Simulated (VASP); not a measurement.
# Li2O (Fm-3m) in VASP: notebook

Li2O is run at these levels: revPBE+D3(BJ), BLYP; tasks: single point.

Everything below comes from runs of VASP 6.6.1. Logs are shortened: lines on timing, memory, paths and dates and some standing lists are left out, and cuts for length are marked.

**1. The cell of the first run**

It takes space group Fm-3m (No. 225, cubic). The conventional cell has a = 4.619 Å, b = 4.619 Å, c = 4.619 Å, α = 90.00°, β = 90.00°, γ = 90.00°. Li (site symmetry -43m) has 4 O at 2.00 Å and 6 Li at 2.31 Å within 2.7 Å. Within 2.7 Å of O (site symmetry m-3m) lie 8 Li at 2.00 Å.

**2. Single point, revPBE+D3(BJ)**

Input file INCAR:

```
SYSTEM = Li2O
PREC = Accurate
ENCUT = 750
EDIFF = 1E-6
ISMEAR = 0
SIGMA = 0.05
LREAL = .False.
LASPH = .True.
NELM = 120
ALGO = Normal
ISIF = 2
LWAVE = .False.
LCHARG = .True.
GGA = RE
IVDW = 12
LELF = .True.
LVHAR = .True.
NBANDS = 13
GGA_COMPAT = .False.
```

Input file KPOINTS:

```
Automatic mesh
0
Gamma
  8 8 8
  0 0 0
```

Input file POSCAR:

```
Li2O
1.0
    0.0000000000      2.3095007135      2.3095007135
    2.3095007135      0.0000000000      2.3095007135
    2.3095007135      2.3095007135      0.0000000000
Li O
2 1
Direct
    0.2500000000      0.2500000000      0.2500000000
    0.7500000000      0.7500000000      0.7500000000
    0.0000000000      0.0000000000      0.0000000000
```

Potentials or basis: VASP PAW PBE potentials, release 64 (Li_sv, O).

Launch:

```sh
$ cat potpaw_PBE.64/Li_sv/POTCAR potpaw_PBE.64/O/POTCAR > POTCAR
$ mpirun -np 1 vasp_std > vasp.out
```

OUTCAR:

```text
SYSTEM = Li2O
   PREC = Accurate
   ENCUT = 750
   EDIFF = 1E-6
   ISMEAR = 0
   LREAL = .False.
   LASPH = .True.
   NELM = 120
   ISIF = 2
   GGA = RE
   IVDW = 12
 IVDW          = 12

 ion  position               nearest neighbor table
   1  0.250  0.250  0.250-   3 2.00   3 2.00   3 2.00   3 2.00   2 2.31   2 2.31   2 2.31   2 2.31
                             2 2.31   2 2.31
   2  0.750  0.750  0.750-   3 2.00   3 2.00   3 2.00   3 2.00   1 2.31   1 2.31   1 2.31   1 2.31
                             1 2.31   1 2.31
   3  0.000  0.000  0.000-   2 2.00   2 2.00   2 2.00   1 2.00   1 2.00   1 2.00   2 2.00   1 2.00

  LATTYP: Found a face centered cubic cell.
 ALAT       =     4.6190014270

  Lattice vectors:

 A1 = (   0.0000000000,   2.3095007135,   2.3095007135)
 A2 = (   2.3095007135,   0.0000000000,   2.3095007135)
 A3 = (   2.3095007135,   2.3095007135,   0.0000000000)

Analysis of symmetry for initial positions (statically):
=====================================================================
 Subroutine PRICEL returns:
 Original cell was already a primitive cell.

 Routine SETGRP: Setting up the symmetry group for a
 face centered cubic supercell.

 Subroutine GETGRP returns: Found 48 space group operations
 (whereof 48 operations were pure point group operations)
 out of a pool of 48 trial point group operations.

The static configuration has the point symmetry O_h .

Analysis of symmetry for dynamics (positions and initial velocities):
=====================================================================
 Subroutine PRICEL returns:
 Original cell was already a primitive cell.

 Routine SETGRP: Setting up the symmetry group for a
 face centered cubic supercell.

 Subroutine GETGRP returns: Found 48 space group operations
 (whereof 48 operations were pure point group operations)
 out of a pool of 48 trial point group operations.

The dynamic configuration has the point symmetry O_h .

 Subroutine INISYM returns: Found 48 space group operations
 (whereof 48 operations are pure point group operations),
 and found     1 'primitive' translations

----------------------------------------------------------------------------------------

                                     Primitive cell

  volume of cell :      24.6368

  direct lattice vectors                    reciprocal lattice vectors
     0.000000000  2.309500713  2.309500713    -0.216497010  0.216497010  0.216497010
     2.309500713  0.000000000  2.309500713     0.216497010 -0.216497010  0.216497010
     2.309500713  2.309500713  0.000000000     0.216497010  0.216497010 -0.216497010

  length of vectors
     3.266127231  3.266127231  3.266127231     0.374983822  0.374983822  0.374983822

  position of ions in fractional coordinates (direct lattice)
     0.250000000  0.250000000  0.250000000
     0.750000000  0.750000000  0.750000000
     0.000000000  0.000000000  0.000000000

  ion indices of the primitive-cell ions
   primitive index   ion index
                 1           1
                 2           2
                 3           3

----------------------------------------------------------------------------------------

 KPOINTS: Automatic mesh

Automatic generation of k-mesh.
 Grid dimensions read from file:
 generate k-points for:    8    8    8

 Generating k-lattice:

  Cartesian coordinates                     Fractional coordinates (reciprocal lattice)
    -0.027062126  0.027062126  0.027062126     0.125000000  0.000000000  0.000000000
     0.027062126 -0.027062126  0.027062126     0.000000000  0.125000000  0.000000000
     0.027062126  0.027062126 -0.027062126     0.000000000  0.000000000  0.125000000

  Length of vectors
     0.046872978  0.046872978  0.046872978

  Shift w.r.t. Gamma in fractional coordinates (k-lattice)
     0.000000000  0.000000000  0.000000000

 Subroutine IBZKPT returns following result:
 ===========================================

 Found     29 irreducible k-points:

 Following reciprocal coordinates:
            Coordinates               Weight
  0.000000  0.000000  0.000000      1.000000
  0.125000  0.000000  0.000000      8.000000
  0.250000  0.000000  0.000000      8.000000
  0.375000  0.000000  0.000000      8.000000
  0.500000  0.000000  0.000000      4.000000
  0.125000  0.125000  0.000000      6.000000
[... 16 lines left out ...]
  0.500000  0.250000  0.125000     48.000000
 -0.375000  0.250000  0.125000     24.000000
 [... further k-points ...]
   k-points           NKPTS =     29   k-points in BZ     NKDIM =     29   number of bands    NBANDS=     13
   number of dos      NEDOS =    301   number of ions     NIONS =      3
   total plane-waves  NPLWV =  27000
   dimension x,y,z NGX =    30 NGY =   30 NGZ =   30
   dimension x,y,z NGXF=    60 NGYF=   60 NGZF=   60
   ions per type =               2   1
   NGX,Y,Z   is equivalent  to a cutoff of  15.27, 15.27, 15.27 a.u.
   NGXF,Y,Z  is equivalent  to a cutoff of  30.54, 30.54, 30.54 a.u.
 SYSTEM =  Li2O
   PREC   = accura    normal or accurate (medium, high low for compatibility)
   ISTART =      0    job   : 0-new  1-cont  2-samecut
   ICHARG =      2    charge: 1-file 2-atom 10-const
   ISPIN  =      1    spin polarized calculation?
   LNONCOLLINEAR =      F non collinear calculations
   LSORBIT =      F    spin-orbit coupling
   LASPH  =      T    aspherical Exc in radial PAW
   ENCUT  =  750.0 eV  55.12 Ry    7.42 a.u.   7.29  7.29  7.29*2*pi/ulx,y,z
   NELM   =    120;   NELMIN=  2; NELMDL= -5     # of ELM steps
   EDIFF  = 0.1E-05   stopping-criterion for ELM
   LREAL  =      F    real-space projection
   EDIFFG = 0.1E-04   stopping-criterion for IOM
   NSW    =      0    number of steps for IOM
   IBRION =     -1    ionic relax: 0-MD 1-quasi-New 2-CG
   NFREE  =      0    steps in history (QN), initial steepest desc. (CG)
   ISIF   =      2    stress and relaxation
   ISYM   =      2    0-nonsym 1-usesym 2-fastsym
   POTIM  = 0.5000    time-step for ionic-motion
   TEBEG  =    0.0;   TEEND  =   0.0 temperature during run
   PSTRESS=    0.0 pullay stress
   NELECT =      12.0000    total number of electrons
   NUPDOWN=      -1.0000    fix difference up-down
   EMIN   =  10.00;   EMAX   =-10.00  energy-range for DOS
   EFERMI =   0.00;   METHOD = LEGACY
   ISMEAR =     0;   SIGMA  =   0.05  broadening in eV -4-tet -1-fermi 0-gaus
   EFERMI_NEDOS =   21; number of points for ismear=-14 and -15
   IALGO  =     38    algorithm
   IMIX   =      4    mixing-type and parameters
     AMIX     =   0.40;   BMIX     =  1.00
     AMIX_MAG =   1.60;   BMIX_MAG =  1.00
  volume/ion in A,a.u.               =       8.21        55.42
  Fermi-wavevector in a.u.,A,eV,Ry     =   1.288073  2.434105 22.573862  1.659132
  Thomas-Fermi vector in A             =   2.420049
   LORBIT       =      0    0 simple, 1 ext, 2 COOP (PROOUT), +10 PAW based schemes
   GGA     = RE    functional components
   LHFCALC =     F    Hartree Fock is set to
   AEXX    =    0.0000 exact exchange contribution
   IVDW    =    12    specifies the selected vdW correction
   LEPSILON=     F    determine dielectric tensor
   LRPA    =     F    only Hartree local field effects (RPA)
 non-spin polarized calculation
 Gauss-broadening in eV      SIGMA  =   0.05
  energy-cutoff  :      750.00
  volume of cell :       24.64
 maximum number of plane-waves:      1174
 NGX is ok and might be reduce to    30
   NGX = 15   NGY = 15   NGZ = 15

 number of electron      12.0000000 magnetization

 Free energy of the ion-electron system (eV)
  ---------------------------------------------------
  ext. energy  EPLUGINS =         0.00000000
  ---------------------------------------------------
  free energy    TOTEN  =       -13.67438845 eV

  energy without entropy =      -13.67438845  energy(sigma->0) =      -13.67438845

 E-fermi :   1.7715     XC(G=0):  -9.5266

 val. band max:        1.4779403724   @ k =   0.0000   0.0000   0.0000
 cond. band min:       6.5627446059   @ k =   0.5000   0.5000   0.0000
 fundamental gap:      5.0848042335
 Fermi energy:         1.7715067412

 k-point     1 :       0.0000    0.0000    0.0000
  band No.  band energies     occupation
      1     -41.7071      2.00000
      2     -41.3873      2.00000
      3     -14.0473      2.00000
      4       1.4779      2.00000
      5       1.4779      2.00000
      6       1.4779      2.00000
      7       6.8133      0.00000
      8      13.6119      0.00000
      9      13.6119      0.00000
     10      13.6119      0.00000
     11      20.6532      0.00000
     12      20.6532      0.00000
     13      20.6532      0.00000

 k-point     2 :       0.1250    0.0000    0.0000
  band No.  band energies     occupation
      1     -41.6930      2.00000
      2     -41.3979      2.00000
      3     -14.0167      2.00000
      4       0.9717      2.00000
      5       1.4072      2.00000
      6       1.4072      2.00000
      7       7.2344      0.00000
      8      13.6177      0.00000
      9      13.8251      0.00000
     10      13.8251      0.00000
     11      19.2780      0.00000
     12      19.2780      0.00000
     13      21.1489      0.00000

 k-point     3 :       0.2500    0.0000    0.0000
  band No.  band energies     occupation
      1     -41.6537      2.00000
      2     -41.4283      2.00000
      3     -13.9391      2.00000
      4      -0.0606      2.00000
      5       1.2466      2.00000
      6       1.2466      2.00000
      7       8.2414      0.00000
      8      13.3611      0.00000
      9      14.0717      0.00000
     10      14.0717      0.00000
     11      18.4375      0.00000
     12      18.4375      0.00000
     13      22.3898      0.00000

 k-point     4 :       0.3750    0.0000    0.0000
  band No.  band energies     occupation
      1     -41.5975      2.00000
      2     -41.4757      2.00000
      3     -13.8558      2.00000
      4      -0.9365      2.00000
      5       1.0982      2.00000
      6       1.0982      2.00000
      7       9.5634      0.00000
      8      12.5003      0.00000
      9      13.8717      0.00000
     10      13.8717      0.00000
     11      18.9806      0.00000
     12      18.9806      0.00000
     13      23.7575      0.00000

 k-point     5 :       0.5000    0.0000    0.0000
  band No.  band energies     occupation
      1     -41.5353      2.00000
      2     -41.5342      2.00000
      3     -13.8194      2.00000
      4      -1.2696      2.00000
      5       1.0399      2.00000
      6       1.0399      2.00000
      7      10.7759      0.00000
      8      11.4110      0.00000
      9      13.7017      0.00000
     10      13.7017      0.00000
     11      19.5375      0.00000
     12      19.5375      0.00000
     13      24.4081      0.00000
[... 257 lines left out ...]
 k-point    22 :       0.3750    0.2500    0.1250
  band No.  band energies     occupation
      1     -41.6280      2.00000
      2     -41.4471      2.00000
      3     -13.8843      2.00000
      4      -0.1626      2.00000
      5       0.6359      2.00000
      6       1.0596      2.00000
      7       8.3292      0.00000
      8      13.1338      0.00000
      9      14.4192      0.00000
     10      15.6782      0.00000
     11      15.7125      0.00000
     12      21.5949      0.00000
     13      23.8856      0.00000

 k-point    23 :       0.5000    0.2500    0.1250
  band No.  band energies     occupation
      1     -41.5827      2.00000
      2     -41.4850      2.00000
      3     -13.8182      2.00000
      4      -0.7142      2.00000
      5       0.4615      2.00000
      6       0.8453      2.00000
      7       9.0426      0.00000
      8      12.3446      0.00000
      9      14.7138      0.00000
     10      15.1561      0.00000
     11      17.4422      0.00000
     12      20.9645      0.00000
     13      24.0845      0.00000

 k-point    24 :      -0.3750    0.2500    0.1250
  band No.  band energies     occupation
      1     -41.5327      2.00000
      2     -41.5321      2.00000
      3     -13.7895      2.00000
      4      -0.9556      2.00000
      5       0.4841      2.00000
      6       0.6839      2.00000
      7       9.5214      0.00000
      8      11.8707      0.00000
      9      14.6913      0.00000
     10      15.0307      0.00000
     11      19.1945      0.00000
     12      19.5850      0.00000
     13      24.6320      0.00000

 [... further k-points ...]

------------------------ aborting loop because EDIFF is reached ----------------------------------------

 Edisp (eV)   -1.55565

 E8    (eV) :    -1.0323

  FORCE on cell =-STRESS in cart. coord.  units (eV):
  Direction    XX          YY          ZZ          XY          YZ          ZX
  --------------------------------------------------------------------------------------
  -------------------------------------------------------------------------------------
  Total      -1.14732    -1.14732    -1.14732     0.00000     0.00000     0.00000
  in kB     -74.61248   -74.61248   -74.61248     0.00000     0.00000     0.00000
  external pressure =      -74.61 kB  Pullay stress =        0.00 kB

 VOLUME and BASIS-vectors are now :
 -----------------------------------------------------------------------------
  energy-cutoff  :      750.00
  volume of cell :       24.64
      direct lattice vectors                 reciprocal lattice vectors
     0.000000000  2.309500713  2.309500713    -0.216497010  0.216497010  0.216497010
     2.309500713  0.000000000  2.309500713     0.216497010 -0.216497010  0.216497010
     2.309500713  2.309500713  0.000000000     0.216497010  0.216497010 -0.216497010

 POSITION                                       TOTAL-FORCE (eV/Angst)
 -----------------------------------------------------------------------------------
      1.15475      1.15475      1.15475         0.000000      0.000000     -0.000000
      3.46425      3.46425      3.46425        -0.000000     -0.000000      0.000000
      0.00000      0.00000      0.00000        -0.000000      0.000000      0.000000
 -----------------------------------------------------------------------------------
    total drift:                                0.000000     -0.000000      0.000000

  FREE ENERGIE OF THE ION-ELECTRON SYSTEM (eV)
  ---------------------------------------------------
  free  energy   TOTEN  =       -15.2300373985 eV

  energy  without entropy=      -15.2300373985  energy(sigma->0) =      -15.23003740
```

It took 36 s on 1 thread of Intel Xeon 8259CL, shared host; peak memory 0.18 GiB.

Results:

```
Free energy                : -15.2300 eV
Pressure                   : -7.5 GPa
Band gap on the k mesh     : 5.08 eV (least direct gap 5.34 eV)
Dispersion energy per atom : -0.519 eV
```

Caveat: the cell stands under tension; the PAW data sets were made with another functional, which shifts forces and pressure a little. A k mesh can miss the band edges.

**3. Single point, revPBE+D3(BJ) (7.82 Å³/atom)**

This run uses another cell than the first one, of 7.82 Å³/atom.

Input file INCAR:

```
PREC = Accurate
ENCUT = 750
EDIFF = 1E-6
ISMEAR = 0
SIGMA = 0.05
LREAL = False
LASPH = True
NELM = 120
ALGO = Normal
ISIF = 2
LWAVE = False
LCHARG = True
GGA = RE
IVDW = 12
LELF = True
LVHAR = True
NBANDS = 13
GGA_COMPAT = False
```

Input file KPOINTS:

```
Automatic mesh
0
Gamma
  8 8 8
```

Input file POSCAR:

```
Li2O
1.0
    0.0000000000      2.2723096409      2.2723096409
    2.2723096409      0.0000000000      2.2723096409
    2.2723096409      2.2723096409      0.0000000000
Li O
2 1
Direct
    0.2500000000      0.2500000000      0.2500000000
    0.7500000000      0.7500000000      0.7500000000
    0.0000000000      0.0000000000      0.0000000000
```

Potentials or basis: VASP PAW PBE potentials, release 64 (Li_sv, O).

Launch:

```sh
$ cat potpaw_PBE.64/Li_sv/POTCAR potpaw_PBE.64/O/POTCAR > POTCAR
$ mpirun -np 1 vasp_std > vasp.out
```

Wall time 31 s (1 thread of Intel Xeon 8259CL, shared host); peak memory 0.17 GiB.

It converged, with:

* Free energy: -15.2687 eV
* Pressure: -3.9 GPa
* Band gap on the k mesh: 5.18 eV (least direct gap 5.70 eV)
* Dispersion energy per atom: -0.546 eV

Levels at points of the mesh, in eV from the valence-band top:
| k point | band 3 | band 4 | band 5 | band 6 | band 7 | band 8 | band 9 | band 10 |
| --- | --- | --- | --- | --- | --- | --- | --- | --- |
| (0.00, 0.00, 0.00) | -15.61 | 0.00 | 0.00 | 0.00 | 5.70 | 12.42 | 12.42 | 12.42 |
| (0.50, 0.00, 0.00) | -15.37 | -2.87 | -0.46 | -0.46 | 9.62 | 10.43 | 12.50 | 12.50 |
| (0.50, 0.50, 0.00) | -15.33 | -1.64 | -1.44 | -1.44 | 5.18 | 14.18 | 14.18 | 15.49 |

Caveat: the cell stands under tension; the PAW data sets were made with another functional, which shifts forces and pressure a little.

(Continued in part 2 of 2.)
